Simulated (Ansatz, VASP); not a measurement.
## K in VASP and in Ansatz

```
K
1.0
     0.00000    3.18038    3.18038
     3.18038    0.00000    3.18038
     3.18038    3.18038    0.00000
K
1
Direct
  0.00000 0.00000 0.00000
```

Alike in both runs: functional LDA; k mesh 18 × 18 × 18; occupations fermi-dirac, width 0.08 eV; no spin polarisation.

Ansatz relaxed the structure, and its values are those at the end. VASP's run is a single point on that final structure, the one shown.

|  | VASP | Ansatz |
| --- | --- | --- |
| version | VASP 6.6.1 | Ansatz 0.2.0 |
| potentials or method | VASP PAW LDA potentials, release 64 (K_sv) | PAW with Ansatz's default frozen-core files, scalar-relativistic |
| plane-wave cutoff (eV) | 520 | 420 |
| valence electrons in the cell | 9 | 9 |

```csv
,VASP,Ansatz,Ansatz less VASP
pressure (GPa),0.0,0.0,+0.02
```

LDA's correlation is that of Perdew and Zunger in VASP and of Perdew and Wang (1992) in Ansatz.
